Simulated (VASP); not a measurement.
# TaN in VASP: a series of runs

Runs on TaN. Level: PBE. Tasks: single point.

Program: VASP 6.6.1. These are calculated values, not measurements. Logs are shortened: lines on timing, memory, paths and dates and some standing lists are left out, and cuts for length are marked.

### Step 1. The cell of the first run

The cell holds a disordered packing, 16 atoms: a = 5.917 Å, b = 5.654 Å, c = 5.524 Å, α = 94.50°, β = 89.17°, γ = 87.23°.

### Step 2. Single point, PBE

INCAR reads:

```
ALGO = Normal ; EDIFF = 1E-6
ENCUT = 520 ; GGA = PE
GGA_COMPAT = False ; ISIF = 2
ISMEAR = -1 ; ISYM = -1
LASPH = True ; LCHARG = False
LREAL = Auto ; LWAVE = False
NBANDS = 78 ; NELM = 120
PREC = Accurate ; SIGMA = 0.1379
```

KPOINTS reads:

```
explicit points
1
Reciprocal
  0.25000000   0.25000000   0.25000000 1
```

POSCAR reads:

```
TaN
1.0
    5.9152850000      0.1408810000      0.0440940000
    0.1408810000      5.6478040000     -0.2198280000
    0.0440940000     -0.2198280000      5.5198490000
Ta N
8 8
Direct
    0.4663454065      0.1404993366      0.1381667603
    0.2929506780      0.2448200299      0.6543012192
    0.6418338132      0.8664636197      0.7635009480
    0.4698898582      0.6612131919      0.2724451068
    0.9769973338      0.3505227032      0.1320891177
    0.9834361213      0.8404546909      0.1370700252
    0.1276901989      0.6874761592      0.6620572660
    0.7837757913      0.3345898590      0.6156725319
    0.0599736669      0.1185383188      0.4065603176
    0.7814347254      0.6009166646      0.9702487742
    0.8959244646      0.6341994694      0.4220483038
    0.2604289721      0.9342760380      0.8705416901
    0.2449332375      0.5402365388     -0.0083677956
    0.8022479302      0.0758023515      0.9616669150
    0.5695333426      1.0506827692      0.4561328559
    0.4747069684      0.5412191795      0.5847619021
```

Potentials or basis: VASP PAW PBE potentials, release 64 (Ta_pv, N).

Command:

```console
cat potpaw_PBE.64/Ta_pv/POTCAR potpaw_PBE.64/N/POTCAR > POTCAR
mpirun -np 1 vasp_std > vasp.out
```

OUTCAR:

```text
EDIFF = 1E-6
   ENCUT = 520
   GGA = PE
   ISIF = 2
   ISMEAR = -1
   ISYM = -1
   LASPH = True
   LREAL = Auto
   NELM = 120
   PREC = Accurate

 ion  position               nearest neighbor table
   1  0.466  0.140  0.138-  15 1.96  14 2.20  12 2.22   3 2.65   4 2.86   2 2.97   4 2.98   2 3.02
                             5 3.08   5 3.30   6 3.39   8 3.40   6 3.43
   2  0.293  0.245  0.654-   9 2.07  16 2.09  15 2.16  12 2.21  13 2.41   7 2.64   1 2.97   8 2.98
                             3 3.00   1 3.02   8 3.04   5 3.21   7 3.35   4 3.47   5 3.53
   3  0.642  0.866  0.764-  14 1.85  15 2.10  10 2.10  16 2.29  12 2.33  11 2.62   1 2.65   6 2.92
                             8 2.99   2 3.00   7 3.03   4 3.07   8 3.13   4 3.29   7 3.29
   4  0.470  0.661  0.272-  16 1.90  13 2.15  15 2.45  10 2.46  11 2.67   1 2.86   7 2.92   1 2.98
                             3 3.07   6 3.13   8 3.28   3 3.29   6 3.34   5 3.45   2 3.47   5 3.54
   5  0.977  0.351  0.132-  10 2.05  14 2.08  13 2.13   9 2.13  11 2.21   6 2.77   6 2.88   8 2.90
                             1 3.08   8 3.09   2 3.21   1 3.30   4 3.45   7 3.47   7 3.52   2 3.53
   6  0.983  0.840  0.137-  14 1.99  10 2.03  11 2.10   9 2.15  12 2.30  13 2.33   5 2.77   7 2.81
                             5 2.88   3 2.92   4 3.13   7 3.21   4 3.34   1 3.39   1 3.43
   7  0.128  0.687  0.662-  11 1.94  12 1.94  13 2.17  16 2.20   2 2.64   6 2.81   8 2.92   4 2.92
                             3 3.03   6 3.21   3 3.29   2 3.35   5 3.47   5 3.52
   8  0.784  0.335  0.616-  16 2.14  11 2.20  15 2.23   9 2.24  10 2.37  14 2.50   5 2.90   7 2.92
                             2 2.98   3 2.99   2 3.04   5 3.09   3 3.13   4 3.28   1 3.40
   9  0.060  0.119  0.407-   2 2.07   5 2.13   6 2.15   8 2.24
  10  0.781  0.601  0.970-   6 2.03   5 2.05   3 2.10   8 2.37   4 2.46
  11  0.896  0.634  0.422-   7 1.94   6 2.10   8 2.20   5 2.21   3 2.62   4 2.67
  12  0.260  0.934  0.871-   7 1.94   2 2.21   1 2.22   6 2.30   3 2.33
  13  0.245  0.540  0.992-   5 2.13   4 2.15   7 2.17   6 2.33   2 2.41
  14  0.802  0.076  0.962-   3 1.85   6 1.99   5 2.08   1 2.20   8 2.50
  15  0.570  0.051  0.456-   1 1.96   3 2.10   2 2.16   8 2.23   4 2.45
  16  0.475  0.541  0.585-   4 1.90   2 2.09   8 2.14   7 2.20   3 2.29

IMPORTANT INFORMATION: All symmetrisations will be switched off!
NOSYMM: (Re-)initialisation of all symmetry stuff for point group C_1.

----------------------------------------------------------------------------------------

                                     Primitive cell

  volume of cell :     184.0000

  direct lattice vectors                    reciprocal lattice vectors
     5.915285000  0.140881000  0.044094000     0.169166816 -0.004278993 -0.001521760
     0.140881000  5.647804000 -0.219828000    -0.004278993  0.177443090  0.007100853
     0.044094000 -0.219828000  5.519849000    -0.001521760  0.007100853  0.181459324

  length of vectors
     5.917126699  5.653836028  5.524400566     0.169227767  0.177636658  0.181604582

  position of ions in fractional coordinates (direct lattice)
     0.466345406  0.140499337  0.138166760
     0.292950678  0.244820030  0.654301219
     0.641833813  0.866463620  0.763500948
     0.469889858  0.661213192  0.272445107
     0.976997334  0.350522703  0.132089118
     0.983436121  0.840454691  0.137070025
     0.127690199  0.687476159  0.662057266
     0.783775791  0.334589859  0.615672532
     0.059973667  0.118538319  0.406560318
     0.781434725  0.600916665  0.970248774
     0.895924465  0.634199469  0.422048304
     0.260428972  0.934276038  0.870541690
     0.244933237  0.540236539  0.991632204
     0.802247930  0.075802352  0.961666915
     0.569533343  0.050682769  0.456132856
     0.474706968  0.541219179  0.584761902

  ion indices of the primitive-cell ions
   primitive index   ion index
                 1           1
                 2           2
                 3           3
                 4           4
                 5           5
                 6           6
                 7           7
                 8           8
                 9           9
                10          10
                11          11
                12          12
                13          13
                14          14
                15          15
                16          16

----------------------------------------------------------------------------------------

 KPOINTS: explicit points

Read explicit list of k-points.

 Found      1 k-points:

 Following reciprocal coordinates:
            Coordinates               Weight
  0.250000  0.250000  0.250000      1.000000
   k-points           NKPTS =      1   k-points in BZ     NKDIM =      1   number of bands    NBANDS=     78
   number of dos      NEDOS =    301   number of ions     NIONS =     16
   total plane-waves  NPLWV =  84672
   dimension x,y,z NGX =    48 NGY =   42 NGZ =   42
   dimension x,y,z NGXF=    96 NGYF=   84 NGZF=   84
   ions per type =               8   8
   NGX,Y,Z   is equivalent  to a cutoff of  13.49, 12.35, 12.64 a.u.
   NGXF,Y,Z  is equivalent  to a cutoff of  26.97, 24.70, 25.28 a.u.
 SYSTEM =  unknown system
   PREC   = accura    normal or accurate (medium, high low for compatibility)
   ISTART =      0    job   : 0-new  1-cont  2-samecut
   ICHARG =      2    charge: 1-file 2-atom 10-const
   ISPIN  =      1    spin polarized calculation?
   LNONCOLLINEAR =      F non collinear calculations
   LSORBIT =      F    spin-orbit coupling
   LASPH  =      T    aspherical Exc in radial PAW
   ENCUT  =  520.0 eV  38.22 Ry    6.18 a.u.  11.00 10.51 10.27*2*pi/ulx,y,z
   NELM   =    120;   NELMIN=  2; NELMDL= -5     # of ELM steps
   EDIFF  = 0.1E-05   stopping-criterion for ELM
   LREAL  =      T    real-space projection
   EDIFFG = 0.1E-04   stopping-criterion for IOM
   NSW    =      0    number of steps for IOM
   IBRION =     -1    ionic relax: 0-MD 1-quasi-New 2-CG
   NFREE  =      0    steps in history (QN), initial steepest desc. (CG)
   ISIF   =      2    stress and relaxation
   ISYM   =     -1    0-nonsym 1-usesym 2-fastsym
   POTIM  = 0.5000    time-step for ionic-motion
   TEBEG  =    0.0;   TEEND  =   0.0 temperature during run
   PSTRESS=    0.0 pullay stress
   NELECT =     128.0000    total number of electrons
   NUPDOWN=      -1.0000    fix difference up-down
   EMIN   =  10.00;   EMAX   =-10.00  energy-range for DOS
   EFERMI =   0.00;   METHOD = LEGACY
   ISMEAR =    -1;   SIGMA  =   0.14  broadening in eV -4-tet -1-fermi 0-gaus
   EFERMI_NEDOS =   21; number of points for ismear=-14 and -15
   IALGO  =     38    algorithm
   IMIX   =      4    mixing-type and parameters
     AMIX     =   0.40;   BMIX     =  1.00
     AMIX_MAG =   1.60;   BMIX_MAG =  1.00
  volume/ion in A,a.u.               =      11.50        77.61
  Fermi-wavevector in a.u.,A,eV,Ry     =   1.450571  2.741181 28.628765  2.104155
  Thomas-Fermi vector in A             =   2.568167
   LORBIT       =      0    0 simple, 1 ext, 2 COOP (PROOUT), +10 PAW based schemes
   GGA     = PE    functional components
   LHFCALC =     F    Hartree Fock is set to
   AEXX    =    0.0000 exact exchange contribution
   IVDW    =     0    specifies the selected vdW correction
   LEPSILON=     F    determine dielectric tensor
   LRPA    =     F    only Hartree local field effects (RPA)
 non-spin polarized calculation
  energy-cutoff  :      520.00
  volume of cell :      184.00
 maximum number of plane-waves:      4947
 NGX is ok and might be reduce to    48
   NGX = 21   NGY = 21   NGZ = 21

 number of electron     128.0000004 magnetization

 Free energy of the ion-electron system (eV)
  ---------------------------------------------------
  ext. energy  EPLUGINS =         0.00000000
  ---------------------------------------------------
  free energy    TOTEN  =      -169.55593952 eV

  energy without entropy =     -169.24038279  energy(sigma->0) =     -169.39816115

 E-fermi :   7.7098     XC(G=0): -12.8918

 val. band max:        7.5054075093   @ k =   0.2500   0.2500   0.2500
 cond. band min:       7.9139745182   @ k =   0.2500   0.2500   0.2500
 fundamental gap:      0.4085670088
 Fermi energy:         7.7098235250

 k-point     1 :       0.2500    0.2500    0.2500
  band No.  band energies     occupation
      1     -28.3113      2.00000
      2     -28.1735      2.00000
      3     -28.1135      2.00000
      4     -28.0120      2.00000
      5     -27.9553      2.00000
      6     -27.8990      2.00000
      7     -27.8192      2.00000
      8     -27.7614      2.00000
      9     -27.6970      2.00000
     10     -27.6445      2.00000
     11     -27.5997      2.00000
     12     -27.5624      2.00000
     13     -27.5379      2.00000
     14     -27.4919      2.00000
     15     -27.4697      2.00000
     16     -27.4078      2.00000
     17     -27.3174      2.00000
     18     -27.2648      2.00000
     19     -27.1463      2.00000
     20     -27.1139      2.00000
     21     -27.0067      2.00000
     22     -26.9543      2.00000
     23     -26.7426      2.00000
     24     -26.6855      2.00000
     25      -9.2033      2.00000
     26      -8.6229      2.00000
     27      -8.3119      2.00000
     28      -8.0351      2.00000
     29      -7.9535      2.00000
     30      -7.5593      2.00000
     31      -7.3618      2.00000
     32      -7.1487      2.00000
     33      -0.5918      2.00000
     34      -0.2338      2.00000
     35       0.1319      2.00000
     36       0.2492      2.00000
     37       0.4007      2.00000
     38       0.4970      2.00000
     39       0.8306      2.00000
     40       1.0958      2.00000
     41       1.3913      2.00000
     42       1.4102      2.00000
     43       1.6948      2.00000
     44       1.8298      2.00000
     45       1.9407      2.00000
     46       2.1225      2.00000
     47       2.2874      2.00000
     48       2.5381      2.00000
     49       2.6625      2.00000
     50       2.9611      2.00000
     51       3.1564      2.00000
     52       3.4007      2.00000
     53       3.5011      2.00000
     54       3.8334      2.00000
     55       4.2277      2.00000
     56       4.3368      2.00000
     57       5.4608      2.00000
     58       5.6816      2.00000
     59       5.8612      2.00000
     60       6.1445      1.99998
     61       6.4358      1.99981
     62       6.9370      1.99266
     63       7.1096      1.97458
     64       7.5054      1.62985
     65       7.9140      0.37073
     66       8.2999      0.02733
     67       8.5897      0.00338
     68       8.7378      0.00116
     69       8.8642      0.00046
     70       9.1498      0.00006
     71       9.3726      0.00001
     72       9.5832      0.00000
     73      10.0155      0.00000
     74      10.1949      0.00000
     75      10.4665      0.00000
     76      10.5755      0.00000
 [bands above 76 left out]

------------------------ aborting loop because EDIFF is reached ----------------------------------------

  FORCE on cell =-STRESS in cart. coord.  units (eV):
  Direction    XX          YY          ZZ          XY          YZ          ZX
  --------------------------------------------------------------------------------------
  -------------------------------------------------------------------------------------
  Total       10.9020291     24.3677653     23.2684266      1.3545501     -0.0545346      3.8485557
  in kB       94.9292395    212.1819163    202.6094429     11.7947229     -0.4748589     33.5112352
  external PRESSURE =     169.9068662 kB  Pullay stress =       0.0000000 kB

 VOLUME and BASIS-vectors are now :
 -----------------------------------------------------------------------------
  energy-cutoff  :      520.00
  volume of cell :      184.00
      direct lattice vectors                 reciprocal lattice vectors
     5.915285000  0.140881000  0.044094000     0.169166816 -0.004278993 -0.001521760
     0.140881000  5.647804000 -0.219828000    -0.004278993  0.177443090  0.007100853
     0.044094000 -0.219828000  5.519849000    -0.001521760  0.007100853  0.181459324

 POSITION                                       TOTAL-FORCE (eV/Angst)
 -----------------------------------------------------------------------------------
      2.78445      0.82884      0.75234        -1.780262      1.028593     -0.533385
      1.79623      1.28013      3.57074        -0.376891     -0.425207      0.810277
      3.95236      4.81620      4.05224        -3.073773     -2.476339     -3.361611
      2.88470      3.74071      1.37922         0.617832     -0.207488     -3.993583
      5.83442      2.08829      0.69514         0.711075     -0.006243      0.542672
      5.94175      4.85514      0.61521         4.826331      0.045010      2.147057
      0.88137      3.75518      3.50896         1.922274      0.617265     -1.478462
      4.71054      1.86477      3.35943        -0.894260     -0.646664      1.068932
      0.38939      0.58856      2.22074        -0.870336     -0.191033     -0.216252
      4.74985      3.29066      5.25799        -1.959093     -1.183552     -1.761086
      5.40760      3.61528      2.22973        -2.285360     -0.200046     -0.967545
      1.71052      5.12193      4.61136         1.804011      3.591160      1.008813
      1.56868      2.86767      5.36570        -0.508492     -1.471024      2.189504
      4.79861      0.32974      5.32697         0.808811      4.309866      1.316711
      3.39620      0.26621      2.53176         0.704821     -1.742083      0.711299
      2.91006      2.99503      3.12975         0.353311     -1.042215      2.516659
 -----------------------------------------------------------------------------------
    total drift:                               -0.003059     -0.001747     -0.001726

  FREE ENERGIE OF THE ION-ELECTRON SYSTEM (eV)
  ---------------------------------------------------
  free  energy   TOTEN  =      -169.5559395220 eV

  energy  without entropy=     -169.2403827870  energy(sigma->0) =     -169.39816115
```

It took 44 s on 1 thread of Intel Xeon Platinum 8259CL at 2.50GHz (Skylake/Cascade Lake), shared host; peak memory 0.28 GiB.

Results:

| Quantity | Value |
| --- | --- |
| Free energy | -169.5559 eV |
| Pressure | 17.0 GPa |
| Largest force | 5.283 eV/Å |

Forces on the atoms (eV/Å):
```
Ta  -1.780  1.029 -0.533
Ta  -0.377 -0.425  0.810
Ta  -3.074 -2.476 -3.362
Ta   0.618 -0.207 -3.994
Ta   0.711 -0.006  0.543
Ta   4.826  0.045  2.147
Ta   1.922  0.617 -1.478
Ta  -0.894 -0.647  1.069
N   -0.870 -0.191 -0.216
N   -1.959 -1.184 -1.761
N   -2.285 -0.200 -0.968
N    1.804  3.591  1.009
N   -0.508 -1.471  2.190
N    0.809  4.310  1.317
N    0.705 -1.742  0.711
N    0.353 -1.042  2.517
```

Stress tensor (GPa, compression positive):
```
 9.49  1.18  3.35
 1.18 21.22 -0.05
 3.35 -0.05 20.26
```

Caveat: the atoms stand as in a frame of molecular dynamics; spin-orbit coupling is left out, which moves the levels of the heavy elements.

### Step 3. Single point, PBE

INCAR reads:

```
SYSTEM = TaN
PREC     = Accurate       ! precision mode
ENCUT    = 520            ! plane-wave cutoff, eV
EDIFF    = 1E-6           ! SCF threshold, eV
ISMEAR   = -1             ! smearing method
SIGMA    = 0.1379         ! smearing width, eV
LREAL    = Auto         
LASPH    = .True.         ! aspherical terms in the spheres
NELM     = 120            ! most SCF steps
ALGO     = Normal         ! electronic algorithm
ISIF     = 2              ! what is computed and relaxed
LWAVE    = .False.        ! write WAVECAR
LCHARG   = .True.         ! write CHGCAR
GGA      = PE             ! functional
LELF     = .True.         ! ELF
LVHAR    = .True.       
NBANDS   = 78             ! bands
ISYM     = -1           
GGA_COMPAT= .False.
```

KPOINTS is that of step 2.

POSCAR reads:

```
TaN
1.0
    5.9152850000      0.1408810000      0.0440940000
    0.1408810000      5.6478040000     -0.2198280000
    0.0440940000     -0.2198280000      5.5198490000
Ta N
8 8
Direct
    0.4281632042      0.1654521497      0.1548409362
    0.2653334452      0.2329326367      0.6495729327
    0.6067238950      0.8298596550      0.7685124185
    0.4514637112      0.6697008609      0.2428528679
    0.9660115644      0.3436787643      0.1283502323
    1.0165046209      0.8375934818      0.1452908848
    0.1393035451      0.6872564617      0.6187565571
    0.7466226557      0.3177870827      0.6590475427
    0.0396066810      0.0563842449      0.4308913919
    0.7699946620      0.6111427017      0.9966374321
    0.8548063287      0.5841891132      0.4212092204
    0.1364804590      0.9965641210      0.8876318407
    0.2179036868      0.4976803249     -0.0264460449
    0.7210162378      0.1371791869      0.9656761147
    0.5408905168      1.0298045602      0.4442450963
    0.4633071830      0.5277162234      0.5746537152
```

Potentials or basis: VASP PAW PBE potentials, release 64 (Ta_pv, N).

Command:

```console
cat potpaw_PBE.64/Ta_pv/POTCAR potpaw_PBE.64/N/POTCAR > POTCAR
mpirun -np 1 vasp_std > vasp.out
```

It took 46 s on 1 thread of Intel Xeon Platinum 8259CL at 2.50GHz (Skylake/Cascade Lake), shared host; peak memory 0.28 GiB.

The run converged. Its results:

```
Free energy   : -169.4206 eV
Pressure      : 14.0 GPa
Largest force : 3.708 eV/Å
```

Forces on the atoms (eV/Å):
```
Ta   0.046  0.008 -2.815
Ta  -1.580 -1.024  1.830
Ta   1.272  1.289 -2.020
Ta   1.209 -0.553 -0.102
Ta  -2.043 -1.487  2.698
Ta  -1.413 -1.942  1.012
Ta  -2.610  0.747  1.035
Ta  -0.008 -0.845 -1.486
N   -0.586  2.077 -0.201
N   -1.894 -0.239 -2.997
N    1.198  1.435  0.174
N    2.837  2.093 -1.147
N    2.643 -0.100 -0.156
N    0.467 -0.131  0.938
N    0.801 -1.286  1.362
N   -0.341 -0.043  1.874
```

Stress tensor (GPa, compression positive):
```
17.64  2.65 -4.91
 2.65  6.52 -6.54
-4.91 -6.54 17.86
```

Levels at points of the mesh, in eV from the Fermi level:
| k point | band 62 | band 63 | band 64 | band 65 | band 66 | band 67 |
| --- | --- | --- | --- | --- | --- | --- |
| (0.25, 0.25, 0.25) | -0.96 | -0.42 | -0.16 | 0.15 | 0.50 | 0.91 |

Caveat: the atoms stand as in a frame of molecular dynamics; spin-orbit coupling is left out, which moves the levels of the heavy elements.

[end of part 1 of 2]
